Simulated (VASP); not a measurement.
# La (Pm-3m) in VASP: notebook, part 2 of 2

VASP 6.6.1. Earlier steps stand in the parts before.

## Step 4: Single point, LDA (volume scaled by 0.8)

The input, INCAR:

```
SYSTEM = La
  PREC = Accurate
  ENCUT = 520
  EDIFF = 1E-7
  ISMEAR = -1
  SIGMA = 0.05
  LREAL = .FALSE.
  LASPH = .TRUE.
  NELM = 100
  ALGO = Normal
  ISIF = 2
  LWAVE = .FALSE.
  LCHARG = .TRUE.
  LELF = .TRUE.
  LVHAR = .TRUE.
  NBANDS = 12
```

The input, KPOINTS:

```
Automatic mesh
0
G
  13 13 13
  0 0 0
```

The input, POSCAR:

```
La
1.0
    2.9482821168      0.0000000000      0.0000000000
    0.0000000000      2.9482821168      0.0000000000
    0.0000000000      0.0000000000      2.9482821168
La
1
Direct
    0.0000000000      0.0000000000      0.0000000000
```

Potentials or basis: VASP PAW LDA potentials, release 64 (La).

Command:

```console
> cat potpaw_LDA.64/La/POTCAR > POTCAR
> mpirun -np 1 vasp_std > vasp.out
```

OUTCAR:

```text
SYSTEM = La
   PREC = Accurate
   ENCUT = 520
   EDIFF = 1E-7
   ISMEAR = -1
   LREAL = .FALSE.
   LASPH = .TRUE.
   NELM = 100
   ISIF = 2

 ion  position               nearest neighbor table
   1  0.000  0.000  0.000-

  LATTYP: Found a simple cubic cell.
 ALAT       =     2.9482821168

  Lattice vectors:

 A1 = (   2.9482821168,   0.0000000000,   0.0000000000)
 A2 = (   0.0000000000,   2.9482821168,   0.0000000000)
 A3 = (   0.0000000000,   0.0000000000,   2.9482821168)

Analysis of symmetry for initial positions (statically):
=====================================================================
 Subroutine PRICEL returns:
 Original cell was already a primitive cell.

 Routine SETGRP: Setting up the symmetry group for a
 simple cubic supercell.

 Subroutine GETGRP returns: Found 48 space group operations
 (whereof 48 operations were pure point group operations)
 out of a pool of 48 trial point group operations.

The static configuration has the point symmetry O_h .

Analysis of symmetry for dynamics (positions and initial velocities):
=====================================================================
 Subroutine PRICEL returns:
 Original cell was already a primitive cell.

 Routine SETGRP: Setting up the symmetry group for a
 simple cubic supercell.

 Subroutine GETGRP returns: Found 48 space group operations
 (whereof 48 operations were pure point group operations)
 out of a pool of 48 trial point group operations.

The dynamic configuration has the point symmetry O_h .

 Subroutine INISYM returns: Found 48 space group operations
 (whereof 48 operations are pure point group operations),
 and found     1 'primitive' translations

----------------------------------------------------------------------------------------

                                     Primitive cell

  volume of cell :      25.6276

  direct lattice vectors                    reciprocal lattice vectors
     2.948282117  0.000000000  0.000000000     0.339180567  0.000000000  0.000000000
     0.000000000  2.948282117  0.000000000     0.000000000  0.339180567  0.000000000
     0.000000000  0.000000000  2.948282117     0.000000000  0.000000000  0.339180567

  length of vectors
     2.948282117  2.948282117  2.948282117     0.339180567  0.339180567  0.339180567

  position of ions in fractional coordinates (direct lattice)
     0.000000000  0.000000000  0.000000000

  ion indices of the primitive-cell ions
   primitive index   ion index
                 1           1

----------------------------------------------------------------------------------------

 KPOINTS: Automatic mesh

Automatic generation of k-mesh.
 Grid dimensions read from file:
 generate k-points for:   13   13   13

 Generating k-lattice:

  Cartesian coordinates                     Fractional coordinates (reciprocal lattice)
     0.026090813  0.000000000  0.000000000     0.076923077  0.000000000  0.000000000
     0.000000000  0.026090813  0.000000000     0.000000000  0.076923077  0.000000000
     0.000000000  0.000000000  0.026090813     0.000000000  0.000000000  0.076923077

  Length of vectors
     0.026090813  0.026090813  0.026090813

  Shift w.r.t. Gamma in fractional coordinates (k-lattice)
     0.000000000  0.000000000  0.000000000

 Subroutine IBZKPT returns following result:
 ===========================================

 Found     84 irreducible k-points:

 Following reciprocal coordinates:
            Coordinates               Weight
  0.000000  0.000000  0.000000      1.000000
  0.076923  0.000000  0.000000      6.000000
  0.153846  0.000000  0.000000      6.000000
  0.230769  0.000000  0.000000      6.000000
  0.307692  0.000000  0.000000      6.000000
  0.384615  0.000000  0.000000      6.000000
[... 16 lines left out ...]
  0.307692  0.307692  0.000000     12.000000
  0.384615  0.307692  0.000000     24.000000
 [... further k-points ...]
   k-points           NKPTS =     84   k-points in BZ     NKDIM =     84   number of bands    NBANDS=     12
   number of dos      NEDOS =    301   number of ions     NIONS =      1
   total plane-waves  NPLWV =  13824
   dimension x,y,z NGX =    24 NGY =   24 NGZ =   24
   dimension x,y,z NGXF=    48 NGYF=   48 NGZF=   48
   ions per type =               1
   NGX,Y,Z   is equivalent  to a cutoff of  13.53, 13.53, 13.53 a.u.
   NGXF,Y,Z  is equivalent  to a cutoff of  27.07, 27.07, 27.07 a.u.
 SYSTEM =  La
   PREC   = accura    normal or accurate (medium, high low for compatibility)
   ISTART =      0    job   : 0-new  1-cont  2-samecut
   ICHARG =      2    charge: 1-file 2-atom 10-const
   ISPIN  =      1    spin polarized calculation?
   LNONCOLLINEAR =      F non collinear calculations
   LSORBIT =      F    spin-orbit coupling
   LASPH  =      T    aspherical Exc in radial PAW
   ENCUT  =  520.0 eV  38.22 Ry    6.18 a.u.   5.48  5.48  5.48*2*pi/ulx,y,z
   NELM   =    100;   NELMIN=  2; NELMDL= -5     # of ELM steps
   EDIFF  = 0.1E-06   stopping-criterion for ELM
   LREAL  =      F    real-space projection
   EDIFFG = 0.1E-05   stopping-criterion for IOM
   NSW    =      0    number of steps for IOM
   IBRION =     -1    ionic relax: 0-MD 1-quasi-New 2-CG
   NFREE  =      0    steps in history (QN), initial steepest desc. (CG)
   ISIF   =      2    stress and relaxation
   ISYM   =      2    0-nonsym 1-usesym 2-fastsym
   POTIM  = 0.5000    time-step for ionic-motion
   TEBEG  =    0.0;   TEEND  =   0.0 temperature during run
   PSTRESS=    0.0 pullay stress
   NELECT =      11.0000    total number of electrons
   NUPDOWN=      -1.0000    fix difference up-down
   EMIN   =  10.00;   EMAX   =-10.00  energy-range for DOS
   EFERMI =   0.00;   METHOD = LEGACY
   ISMEAR =    -1;   SIGMA  =   0.05  broadening in eV -4-tet -1-fermi 0-gaus
   EFERMI_NEDOS =   21; number of points for ismear=-14 and -15
   IALGO  =     38    algorithm
   IMIX   =      4    mixing-type and parameters
     AMIX     =   0.40;   BMIX     =  1.00
     AMIX_MAG =   1.60;   BMIX_MAG =  1.00
  volume/ion in A,a.u.               =      25.63       172.94
  Fermi-wavevector in a.u.,A,eV,Ry     =   1.234914  2.333649 20.749053  1.525012
  Thomas-Fermi vector in A             =   2.369585
   LORBIT       =      0    0 simple, 1 ext, 2 COOP (PROOUT), +10 PAW based schemes
   GGA     = CA    functional components
   LHFCALC =     F    Hartree Fock is set to
   AEXX    =    0.0000 exact exchange contribution
   IVDW    =     0    specifies the selected vdW correction
   LEPSILON=     F    determine dielectric tensor
   LRPA    =     F    only Hartree local field effects (RPA)
 non-spin polarized calculation
  energy-cutoff  :      520.00
  volume of cell :       25.63
 maximum number of plane-waves:       739
 NGX is ok and might be reduce to    24
   NGX = 11   NGY = 11   NGZ = 11

 number of electron      11.0000001 magnetization

 Free energy of the ion-electron system (eV)
  ---------------------------------------------------
  ext. energy  EPLUGINS =         0.00000000
  ---------------------------------------------------
  free energy    TOTEN  =        -4.97719471 eV

  energy without entropy =       -4.95951903  energy(sigma->0) =       -4.96835687

 E-fermi :  11.7088     XC(G=0): -11.2933

 val. band max:       11.7064867608   @ k =   0.1538   0.1538   0.0769
 cond. band min:      11.7205743438   @ k =   0.3077   0.2308   0.0769
 fundamental gap:      0.0140875830
 Fermi energy:        11.7088478137

 k-point     1 :       0.0000    0.0000    0.0000
  band No.  band energies     occupation
      1     -21.4935      2.00000
      2      -2.7200      2.00000
      3      -2.7200      2.00000
      4      -2.7200      2.00000
      5       9.5571      2.00000
      6       9.8582      2.00000
      7       9.8582      2.00000
      8      14.1778      0.00000
      9      14.1778      0.00000
     10      14.1778      0.00000
     11      14.7124      0.00000
     12      14.7124      0.00000

 k-point     2 :       0.0769    0.0000    0.0000
  band No.  band energies     occupation
      1     -21.4550      2.00000
      2      -3.0615      2.00000
      3      -2.6910      2.00000
      4      -2.6910      2.00000
      5       9.7053      2.00000
      6       9.9104      2.00000
      7      10.2969      2.00000
      8      14.1408      0.00000
      9      14.1906      0.00000
     10      14.1906      0.00000
     11      14.6724      0.00000
     12      14.7172      0.00000
[... 316 lines left out ...]
 k-point    24 :       0.3846    0.3077    0.0000
  band No.  band energies     occupation
      1     -20.3683      2.00000
      2      -6.1594      2.00000
      3      -5.2890      2.00000
      4      -1.9146      2.00000
      5       9.3887      2.00000
      6      11.9330      0.02235
      7      13.4465      0.00000
      8      14.0094      0.00000
      9      14.4265      0.00000
     10      14.4914      0.00000
     11      14.7704      0.00000
     12      14.7920      0.00000

 [... further k-points ...]
[... 5 lines left out ...]
  --------------------------------------------------------------------------------------
  -------------------------------------------------------------------------------------
  Total        1.5740213      1.5740213      1.5740213      0.0000000      0.0000000      0.0000000
  in kB       98.4043018     98.4043018     98.4043018      0.0000000      0.0000000      0.0000000
  external PRESSURE =      98.4043018 kB  Pullay stress =       0.0000000 kB

 VOLUME and BASIS-vectors are now :
 -----------------------------------------------------------------------------
  energy-cutoff  :      520.00
  volume of cell :       25.63
      direct lattice vectors                 reciprocal lattice vectors
     2.948282117  0.000000000  0.000000000     0.339180567  0.000000000  0.000000000
     0.000000000  2.948282117  0.000000000     0.000000000  0.339180567  0.000000000
     0.000000000  0.000000000  2.948282117     0.000000000  0.000000000  0.339180567

 POSITION                                       TOTAL-FORCE (eV/Angst)
 -----------------------------------------------------------------------------------
      0.00000      0.00000      0.00000         0.000000      0.000000      0.000000
 -----------------------------------------------------------------------------------
    total drift:                                0.000000      0.000000      0.000000

  FREE ENERGIE OF THE ION-ELECTRON SYSTEM (eV)
  ---------------------------------------------------
  free  energy   TOTEN  =        -4.9771947117 eV

  energy  without entropy=       -4.9595190329  energy(sigma->0) =       -4.96835687
```

OSZICAR:

```text
N       E                     dE             d eps       ncg     rms          rms(c)
DAV:   1     0.844950868352E+02    0.84495E+02   -0.39506E+03  2072   0.130E+03
DAV:   2     0.761178622348E+00   -0.83734E+02   -0.78973E+02  2384   0.193E+02
DAV:   3    -0.484392351321E+01   -0.56051E+01   -0.51755E+01  2960   0.749E+01
DAV:   4    -0.510086944951E+01   -0.25695E+00   -0.24119E+00  3584   0.113E+01
DAV:   5    -0.511138727113E+01   -0.10518E-01   -0.10495E-01  3376   0.230E+00    0.473E+00
DAV:   6    -0.502453142076E+01    0.86856E-01   -0.17576E-02  3288   0.152E+00    0.289E+00
DAV:   7    -0.497711750035E+01    0.47414E-01   -0.15816E-02  3568   0.937E-01    0.798E-02
DAV:   8    -0.497717024515E+01   -0.52745E-04   -0.14142E-03  3308   0.385E-01    0.535E-02
DAV:   9    -0.497719366177E+01   -0.23417E-04   -0.16152E-04  3232   0.975E-02    0.649E-03
DAV:  10    -0.497719497715E+01   -0.13154E-05   -0.15238E-05  3256   0.311E-02    0.484E-03
DAV:  11    -0.497719478653E+01    0.19062E-06   -0.11669E-06  3548   0.102E-02    0.322E-03
DAV:  12    -0.497719471167E+01    0.74861E-07   -0.32260E-07  3260   0.727E-03
   1 F= -.49771947E+01 E0= -.49683569E+01  d E =-.176757E-01
```

stdout:

```text
POSCAR found type information on POSCAR La
 POSCAR found :  1 types and       1 ions
 scaLAPACK will be used
 LDA part: xc-table for (Slater(with rela. corr.)+CA(PZ))
 , standard interpolation
 POSCAR, INCAR and KPOINTS ok, starting setup
 FFT: planning ... GRIDC
 FFT: planning ... GRID_SOFT
 FFT: planning ... GRID
 WAVECAR not read
 entering main loop
```

It took 13 s on 1 thread of Intel Xeon Platinum 8488C (Sapphire Rapids), shared host; peak memory 0.15 GiB.

What came out:

```
Free energy : -4.9772 eV
Pressure    : 9.8 GPa
```

Caveat: spin-orbit coupling is left out, which moves the levels of the heavy elements.

## Step 5: Single point, LDA (volume scaled by 0.8)

The input, INCAR:

```
SYSTEM = La
PREC = Accurate
ENCUT = 520
EDIFF = 1E-6
ISMEAR = -1
SIGMA = 0.05
LREAL = .False.
LASPH = .True.
NELM = 80
ALGO = Normal
ISIF = 2
LWAVE = .False.
LCHARG = .False.
GGA = CA
NBANDS = 12
```

The input, KPOINTS:

```
Automatic mesh
0
Gamma
  13 13 13
  0 0 0
```

POSCAR is that of step 4.

Command:

```console
> cat potpaw_LDA.64/La/POTCAR > POTCAR
> mpirun -np 1 vasp_std > vasp.out
```

It took 12 s on 1 thread of Intel Xeon Platinum 8488C (Sapphire Rapids), shared host; peak memory 0.15 GiB.

It converged, with:

```
Free energy : -4.9772 eV
Pressure    : 9.8 GPa
```

Levels at points of the mesh, in eV from the Fermi level:
```tsv
k point	band 3	band 4	band 5	band 6	band 7	band 8
(0.00, 0.00, 0.00)	-14.43	-14.43	-2.15	-1.85	-1.85	2.47
```

Caveat: spin-orbit coupling is left out, which moves the levels of the heavy elements.

## Step 6: The runs side by side

| cell | gap on the mesh (eV) | pressure (GPa) |
| --- | --- | --- |
| a = 2.679 Å, 1 atom | none | 53.9 |
| a = 2.820 Å, 1 atom | none | 22.8 |
| a = 2.948 Å, 1 atom | none | 9.8 |

Alike in all rows: task single point; level LDA; potentials or basis VASP PAW LDA potentials, release 64 (La); no spin polarisation; k mesh 13 × 13 × 13; cutoff (eV) 520; smearing fermi-dirac 0.05 eV.

Caveats: spin-orbit coupling is left out, which moves the levels of the heavy elements.

Absolute energies hang on the potentials; compare differences alone.
